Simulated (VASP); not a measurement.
# In (I4/mmm) in VASP: further runs, part 2 of 2

VASP 6.6.1.

## Step 3: Electric field gradients, LDA

Input file INCAR:

```
PREC = Accurate ; ENCUT = 520
EDIFF = 1E-8 ; ISMEAR = -1
SIGMA = 0.05 ; LREAL = F
LASPH = T ; NELM = 60
ALGO = Normal ; ISIF = 2
LWAVE = F ; LCHARG = F
LEFG = T ; NBANDS = 12
```

Input file KPOINTS:

```
Automatic mesh
0
Gamma
  14 14 14
```

Input file POSCAR:

```
In
1.0
   -1.6261500000      1.6261500000      2.4739500000
    1.6261500000     -1.6261500000      2.4739500000
    1.6261500000      1.6261500000     -2.4739500000
In
1
Direct
    0.0000000000      0.0000000000      0.0000000000
```

Potentials or basis: VASP PAW LDA potentials, release 64 (In_d).

Run with:

```bash
cat potpaw_LDA.64/In_d/POTCAR > POTCAR
mpirun -np 1 vasp_std > vasp.out
```

OUTCAR:

```text
PREC = Accurate
   ENCUT = 520
   EDIFF = 1E-8
   ISMEAR = -1
   LREAL = F
   LASPH = T
   NELM = 60
   ISIF = 2

 ion  position               nearest neighbor table
   1  0.000  0.000  0.000-

  LATTYP: Found a body centered tetragonal cell.
 ALAT       =     3.2523000000
 C/A-ratio  =     1.5213541186

  Lattice vectors:

 A1 = (  -1.6261500000,   1.6261500000,   2.4739500000)
 A2 = (   1.6261500000,  -1.6261500000,   2.4739500000)
 A3 = (   1.6261500000,   1.6261500000,  -2.4739500000)

Analysis of symmetry for initial positions (statically):
=====================================================================
 Subroutine PRICEL returns:
 Original cell was already a primitive cell.

 Routine SETGRP: Setting up the symmetry group for a
 body centered tetragonal supercell.

 Subroutine GETGRP returns: Found 16 space group operations
 (whereof 16 operations were pure point group operations)
 out of a pool of 16 trial point group operations.

The static configuration has the point symmetry D_4h.

Analysis of symmetry for dynamics (positions and initial velocities):
=====================================================================
 Subroutine PRICEL returns:
 Original cell was already a primitive cell.

 Routine SETGRP: Setting up the symmetry group for a
 body centered tetragonal supercell.

 Subroutine GETGRP returns: Found 16 space group operations
 (whereof 16 operations were pure point group operations)
 out of a pool of 16 trial point group operations.

[... 153 lines left out ...]
 k-point     1 :       0.0000    0.0000    0.0000
  band No.  band energies     occupation
      1      -7.4082      2.00000
      2      -7.3024      2.00000
      3      -7.3024      2.00000
      4      -7.2193      2.00000
      5      -7.1129      2.00000
      6      -2.3488      2.00000
      7      17.6325      0.00000
      8      17.6325      0.00000
      9      17.7897      0.00000
     10      18.8999      0.00000
     11      21.2226      0.00000
     12      21.3519      0.00000
[... 331 lines left out ...]
 k-point    24 :       0.2857    0.1429    0.0000
  band No.  band energies     occupation
      1      -7.3483      2.00000
      2      -7.3204      2.00000
      3      -7.2537      2.00000
      4      -7.1261      2.00000
      5      -7.0726      2.00000
      6       0.4849      2.00000
      7       8.2934      0.00000
      8      12.4478      0.00000
      9      15.3142      0.00000
     10      18.1843      0.00000
     11      20.0643      0.00000
     12      21.5792      0.00000

 [... further k-points ...]
[... 5 lines left out ...]
  --------------------------------------------------------------------------------------
  -------------------------------------------------------------------------------------
  Total       -0.4615271     -0.4615271     -0.3913253      0.0000000     -0.0000000      0.0000000
  in kB      -28.2576285    -28.2576285    -23.9594262      0.0000000     -0.0000000      0.0000000
  external PRESSURE =     -26.8248944 kB  Pullay stress =       0.0000000 kB

 VOLUME and BASIS-vectors are now :
 -----------------------------------------------------------------------------
  energy-cutoff  :      520.00
  volume of cell :       26.17
      direct lattice vectors                 reciprocal lattice vectors
    -1.626150000  1.626150000  2.473950000     0.000000000  0.307474710  0.202105944
     1.626150000 -1.626150000  2.473950000     0.307474710  0.000000000  0.202105944
     1.626150000  1.626150000 -2.473950000     0.307474710  0.307474710  0.000000000

 POSITION                                       TOTAL-FORCE (eV/Angst)
 -----------------------------------------------------------------------------------
      0.00000      0.00000      0.00000         0.000000      0.000000      0.000000
 -----------------------------------------------------------------------------------
    total drift:                               -0.000000     -0.000000     -0.000000

  FREE ENERGIE OF THE ION-ELECTRON SYSTEM (eV)
  ---------------------------------------------------
  free  energy   TOTEN  =        -3.2082475683 eV

  energy  without entropy=       -3.2047544664  energy(sigma->0) =       -3.20650102

 Electric field gradients (V/A^2)
---------------------------------------------------------------------
 ion       V_xx      V_yy      V_zz      V_xy      V_xz      V_yz
---------------------------------------------------------------------
   1     -10.978   -10.978    21.957    -0.000     0.001     0.001
---------------------------------------------------------------------

 Electric field gradients after diagonalization (V/A^2)
 (convention: |V_zz| > |V_xx| > |V_yy|)
----------------------------------------------------------------------
 ion       V_xx      V_yy      V_zz     asymmetry (V_yy - V_xx)/ V_zz
----------------------------------------------------------------------
   1     -10.978   -10.978    21.957       0.000
----------------------------------------------------------------------

           NMR quadrupolar parameters

 Cq : quadrupolar parameter    Cq=e*Q*V_zz/h
 eta: asymmetry parameters     (V_yy - V_xx)/ V_zz
 Q  : nuclear electric quadrupole moment in mb (millibarn)
----------------------------------------------------------------------
 ion       Cq(MHz)       eta       Q (mb)
----------------------------------------------------------------------
   1       0.053       0.000       1.000
----------------------------------------------------------------------
```

OSZICAR:

```text
N       E                     dE             d eps       ncg     rms          rms(c)
DAV:   1     0.784385248846E+02    0.78439E+02   -0.62085E+03  5928   0.136E+03
DAV:   2     0.632774530331E+00   -0.77806E+02   -0.75691E+02  6140   0.292E+02
DAV:   3    -0.315393669828E+01   -0.37867E+01   -0.37752E+01  6956   0.648E+01
DAV:   4    -0.323856198929E+01   -0.84625E-01   -0.84598E-01  7332   0.970E+00
DAV:   5    -0.324252625532E+01   -0.39643E-02   -0.39642E-02  8272   0.189E+00    0.238E+00
DAV:   6    -0.321515209002E+01    0.27374E-01   -0.40054E-02  7492   0.406E+00    0.116E+00
DAV:   7    -0.320889091127E+01    0.62612E-02   -0.11323E-02  8316   0.192E+00    0.250E-01
DAV:   8    -0.320824946398E+01    0.64145E-03   -0.76543E-04  7240   0.514E-01    0.192E-02
DAV:   9    -0.320824737507E+01    0.20889E-05   -0.13014E-05  8760   0.458E-02    0.160E-02
DAV:  10    -0.320824756706E+01   -0.19199E-06   -0.55292E-07  6772   0.839E-03    0.372E-04
DAV:  11    -0.320824756833E+01   -0.12710E-08   -0.23969E-08  6848   0.225E-03
   1 F= -.32082476E+01 E0= -.32065010E+01  d E =-.349310E-02
```

Wall time 2.3 min (1 thread of Intel Xeon 8259CL, shared host); peak memory 0.2 GiB.

What came out:

```
Free energy                             : -3.2082 eV
Pressure                                : -2.7 GPa
Band gap on the k mesh                  : zero (an odd number of electrons rules out a gap without spin polarisation)
Largest electric field gradient by atom : In +22.0 V/Å²
```

Stress tensor (GPa, compression positive):
```
-2.83  0.00  0.00
 0.00 -2.83  0.00
 0.00  0.00 -2.40
```

Electric field gradients, principal values (V/Å²):
```csv
atom,least,middle,greatest (by size)
1 In,-10.978,-10.978,21.957
```

Caveat: without QUAD_EFG the Cq values of the log hold for a quadrupole moment of 1 mb, not for the nuclei; spin-orbit coupling is left out, which moves the levels of the heavy elements.

## Step 4: Electric field gradients, LDA (24.60 Å³/atom)

This run uses another cell than the first one, of 24.60 Å³/atom.

Input file INCAR:

```
SYSTEM = In
  ALGO = Normal
  EDIFF = 1E-8
  ENCUT = 520
  ISIF = 2
  ISMEAR = -1
  LASPH = .True.
  LCHARG = .False.
  LEFG = .True.
  LREAL = .False.
  LWAVE = .False.
  NBANDS = 12
  NELM = 80
  PREC = Accurate
  SIGMA = 0.05
```

Input file KPOINTS:

```
k-points
0
Gamma
  14 14 14
  0 0 0
```

Input file POSCAR:

```
In
1.0
   -1.5929539507      1.5929539507      2.4234470537
    1.5929539507     -1.5929539507      2.4234470537
    1.5929539507      1.5929539507     -2.4234470537
In
1
Direct
    0.0000000000      0.0000000000      0.0000000000
```

Potentials or basis: VASP PAW LDA potentials, release 64 (In_d).

Run with:

```bash
cat potpaw_LDA.64/In_d/POTCAR > POTCAR
mpirun -np 1 vasp_std > vasp.out
```

OUTCAR:

```text
SYSTEM = In
   EDIFF = 1E-8
   ENCUT = 520
   ISIF = 2
   ISMEAR = -1
   LASPH = .True.
   LREAL = .False.
   NELM = 80
   PREC = Accurate

 ion  position               nearest neighbor table
   1  0.000  0.000  0.000-

  LATTYP: Found a body centered tetragonal cell.
 ALAT       =     3.1859079014
 C/A-ratio  =     1.5213541186

  Lattice vectors:

 A1 = (  -1.5929539507,   1.5929539507,   2.4234470537)
 A2 = (   1.5929539507,  -1.5929539507,   2.4234470537)
 A3 = (   1.5929539507,   1.5929539507,  -2.4234470537)

Analysis of symmetry for initial positions (statically):
=====================================================================
 Subroutine PRICEL returns:
 Original cell was already a primitive cell.

[... 543 lines left out ...]
  in kB       -1.9390705     -1.9390705      4.0195951      0.0000000     -0.0000000      0.0000000
  external PRESSURE =       0.0471514 kB  Pullay stress =       0.0000000 kB

 VOLUME and BASIS-vectors are now :
 -----------------------------------------------------------------------------
  energy-cutoff  :      520.00
  volume of cell :       24.60
      direct lattice vectors                 reciprocal lattice vectors
    -1.592953951  1.592953951  2.423447054     0.000000000  0.313882269  0.206317691
     1.592953951 -1.592953951  2.423447054     0.313882269  0.000000000  0.206317691
     1.592953951  1.592953951 -2.423447054     0.313882269  0.313882269  0.000000000

 POSITION                                       TOTAL-FORCE (eV/Angst)
 -----------------------------------------------------------------------------------
      0.00000      0.00000      0.00000        -0.000000      0.000000      0.000000
 -----------------------------------------------------------------------------------
    total drift:                                0.000000     -0.000000     -0.000000

  FREE ENERGIE OF THE ION-ELECTRON SYSTEM (eV)
  ---------------------------------------------------
  free  energy   TOTEN  =        -3.2213617050 eV

  energy  without entropy=       -3.2181771868  energy(sigma->0) =       -3.21976945

 Electric field gradients (V/A^2)
---------------------------------------------------------------------
 ion       V_xx      V_yy      V_zz      V_xy      V_xz      V_yz
---------------------------------------------------------------------
   1     -11.833   -11.833    23.665    -0.002    -0.001    -0.001
---------------------------------------------------------------------

 Electric field gradients after diagonalization (V/A^2)
 (convention: |V_zz| > |V_xx| > |V_yy|)
----------------------------------------------------------------------
 ion       V_xx      V_yy      V_zz     asymmetry (V_yy - V_xx)/ V_zz
----------------------------------------------------------------------
   1     -11.834   -11.831    23.665       0.000
----------------------------------------------------------------------

           NMR quadrupolar parameters

 Cq : quadrupolar parameter    Cq=e*Q*V_zz/h
 eta: asymmetry parameters     (V_yy - V_xx)/ V_zz
 Q  : nuclear electric quadrupole moment in mb (millibarn)
----------------------------------------------------------------------
 ion       Cq(MHz)       eta       Q (mb)
----------------------------------------------------------------------
   1       0.057       0.000       1.000
----------------------------------------------------------------------
```

OSZICAR:

```text
N       E                     dE             d eps       ncg     rms          rms(c)
DAV:   1     0.785612579343E+02    0.78561E+02   -0.62175E+03  5928   0.141E+03
DAV:   2     0.542757992808E+00   -0.78018E+02   -0.75901E+02  6152   0.292E+02
DAV:   3    -0.317229440765E+01   -0.37151E+01   -0.37040E+01  6960   0.647E+01
DAV:   4    -0.325724271299E+01   -0.84948E-01   -0.84921E-01  7368   0.963E+00
DAV:   5    -0.326096819604E+01   -0.37255E-02   -0.37254E-02  8240   0.181E+00    0.273E+00
DAV:   6    -0.322951792961E+01    0.31450E-01   -0.44772E-02  7464   0.444E+00    0.133E+00
DAV:   7    -0.322213831998E+01    0.73796E-02   -0.12644E-02  8812   0.211E+00    0.275E-01
DAV:   8    -0.322136522350E+01    0.77310E-03   -0.83748E-04  7212   0.545E-01    0.206E-02
DAV:   9    -0.322136152452E+01    0.36990E-05   -0.14097E-05  8564   0.512E-02    0.170E-02
DAV:  10    -0.322136170177E+01   -0.17724E-06   -0.67758E-07  7060   0.943E-03    0.592E-04
DAV:  11    -0.322136170501E+01   -0.32455E-08   -0.23283E-08  7112   0.206E-03
   1 F= -.32213617E+01 E0= -.32197694E+01  d E =-.318452E-02
```

Run time: 78 s. Hardware: 1 thread of Intel Xeon 6975P-C (Granite Rapids), shared host; peak memory 0.19 GiB.

Results:

* Free energy: -3.2214 eV
* Pressure: 0.0 GPa
* Band gap on the k mesh: zero (an odd number of electrons rules out a gap without spin polarisation)
* Largest electric field gradient by atom: In +23.7 V/Å²

Levels at points of the mesh, in eV from the Fermi level:
```tsv
k point	band 3	band 4	band 5	band 6	band 7	band 8	band 9	band 10
(0.00, 0.00, 0.00)	-14.63	-14.53	-14.40	-10.05	10.94	10.94	11.13	11.77
(0.50, 0.00, 0.00)	-14.61	-14.30	-14.25	-4.43	-3.67	7.77	9.48	11.31
(0.50, 0.50, 0.00)	-14.30	-14.28	-14.17	-2.18	-1.61	3.55	3.98	7.38
(0.50, 0.50, 0.50)	-14.28	-14.24	-14.24	-2.96	-2.93	4.80	4.80	8.54
```

Electric field gradients, principal values (V/Å²):
```
atom    least   middle  greatest (by size)
1 In  -11.831  -11.834              23.665
```

Caveat: without QUAD_EFG the Cq values of the log hold for a quadrupole moment of 1 mb, not for the nuclei; spin-orbit coupling is left out, which moves the levels of the heavy elements.

## Step 5: Electric field gradients, LDA (24.60 Å³/atom)

This run uses another cell than the first one, of 24.60 Å³/atom.

Input file INCAR:

```
  PREC = Accurate
  ENCUT = 520
  EDIFF = 1E-8
  ISMEAR = -1
  SIGMA = 0.05
  LREAL = False
  LASPH = True
  NELM = 80
  ALGO = Normal
  ISIF = 2
  LWAVE = False
  LCHARG = False
  GGA = CA
  LEFG = True
  NBANDS = 12
```

Input file KPOINTS:

```
Automatic mesh
0
Gamma
  14 14 14
```

POSCAR is that of step 4.

Potentials or basis: VASP PAW LDA potentials, release 64 (In_d).

Run with:

```bash
cat potpaw_LDA.64/In_d/POTCAR > POTCAR
mpirun -np 1 vasp_std > vasp.out
```

OUTCAR:

```text
PREC = Accurate
   ENCUT = 520
   EDIFF = 1E-8
   ISMEAR = -1
   LREAL = False
   LASPH = True
   NELM = 80
   ISIF = 2
   GGA = CA

 ion  position               nearest neighbor table
   1  0.000  0.000  0.000-

  LATTYP: Found a body centered tetragonal cell.
 ALAT       =     3.1859079014
 C/A-ratio  =     1.5213541186

  Lattice vectors:

 A1 = (  -1.5929539507,   1.5929539507,   2.4234470537)
[... 566 lines left out ...]
 -----------------------------------------------------------------------------------
    total drift:                                0.000000     -0.000000     -0.000000

  FREE ENERGIE OF THE ION-ELECTRON SYSTEM (eV)
  ---------------------------------------------------
  free  energy   TOTEN  =        -3.2213617050 eV

  energy  without entropy=       -3.2181771868  energy(sigma->0) =       -3.21976945

 Electric field gradients (V/A^2)
---------------------------------------------------------------------
 ion       V_xx      V_yy      V_zz      V_xy      V_xz      V_yz
---------------------------------------------------------------------
   1     -11.833   -11.833    23.665    -0.002    -0.001    -0.001
---------------------------------------------------------------------

 Electric field gradients after diagonalization (V/A^2)
 (convention: |V_zz| > |V_xx| > |V_yy|)
----------------------------------------------------------------------
 ion       V_xx      V_yy      V_zz     asymmetry (V_yy - V_xx)/ V_zz
----------------------------------------------------------------------
   1     -11.834   -11.831    23.665       0.000
----------------------------------------------------------------------

           NMR quadrupolar parameters

 Cq : quadrupolar parameter    Cq=e*Q*V_zz/h
 eta: asymmetry parameters     (V_yy - V_xx)/ V_zz
 Q  : nuclear electric quadrupole moment in mb (millibarn)
----------------------------------------------------------------------
 ion       Cq(MHz)       eta       Q (mb)
----------------------------------------------------------------------
   1       0.057       0.000       1.000
----------------------------------------------------------------------
```

OSZICAR:

```text
N       E                     dE             d eps       ncg     rms          rms(c)
DAV:   1     0.785612579343E+02    0.78561E+02   -0.62175E+03  5928   0.141E+03
DAV:   2     0.542757992808E+00   -0.78018E+02   -0.75901E+02  6152   0.292E+02
DAV:   3    -0.317229440765E+01   -0.37151E+01   -0.37040E+01  6960   0.647E+01
DAV:   4    -0.325724271299E+01   -0.84948E-01   -0.84921E-01  7368   0.963E+00
DAV:   5    -0.326096819604E+01   -0.37255E-02   -0.37254E-02  8240   0.181E+00    0.273E+00
DAV:   6    -0.322951792961E+01    0.31450E-01   -0.44772E-02  7464   0.444E+00    0.133E+00
DAV:   7    -0.322213831998E+01    0.73796E-02   -0.12644E-02  8812   0.211E+00    0.275E-01
DAV:   8    -0.322136522350E+01    0.77310E-03   -0.83748E-04  7212   0.545E-01    0.206E-02
DAV:   9    -0.322136152452E+01    0.36990E-05   -0.14097E-05  8564   0.512E-02    0.170E-02
DAV:  10    -0.322136170177E+01   -0.17724E-06   -0.67758E-07  7060   0.943E-03    0.592E-04
DAV:  11    -0.322136170501E+01   -0.32455E-08   -0.23283E-08  7112   0.206E-03
   1 F= -.32213617E+01 E0= -.32197694E+01  d E =-.318452E-02
```

Run time: 76 s. Hardware: 1 thread of Intel Xeon 6975P-C (Granite Rapids), shared host; peak memory 0.19 GiB.

What came out:

| Property | Result |
| --- | --- |
| Free energy | -3.2214 eV |
| Pressure | 0.0 GPa |
| Band gap on the k mesh | zero (an odd number of electrons rules out a gap without spin polarisation) |
| Largest electric field gradient by atom | In +23.7 V/Å² |

Levels at points of the mesh, in eV from the Fermi level:
```
           k point  band 2  band 3  band 4  band 5  band 6  band 7  band 8  band 9  band 10  band 11
(0.00, 0.00, 0.00)  -14.63  -14.63  -14.53  -14.40  -10.05   10.94   10.94   11.13    11.77    14.52
(0.50, 0.00, 0.00)  -14.71  -14.61  -14.30  -14.25   -4.43   -3.67    7.77    9.48    11.31    11.92
(0.50, 0.50, 0.00)  -14.83  -14.30  -14.28  -14.17   -2.18   -1.61    3.55    3.98     7.38     7.65
(0.50, 0.50, 0.50)  -14.83  -14.28  -14.24  -14.24   -2.96   -2.93    4.80    4.80     8.54     8.60
```

Electric field gradients, principal values (V/Å²):
```tsv
atom	least	middle	greatest (by size)
1 In	-11.831	-11.834	23.665
```

Caveat: without QUAD_EFG the Cq values of the log hold for a quadrupole moment of 1 mb, not for the nuclei; spin-orbit coupling is left out, which moves the levels of the heavy elements.
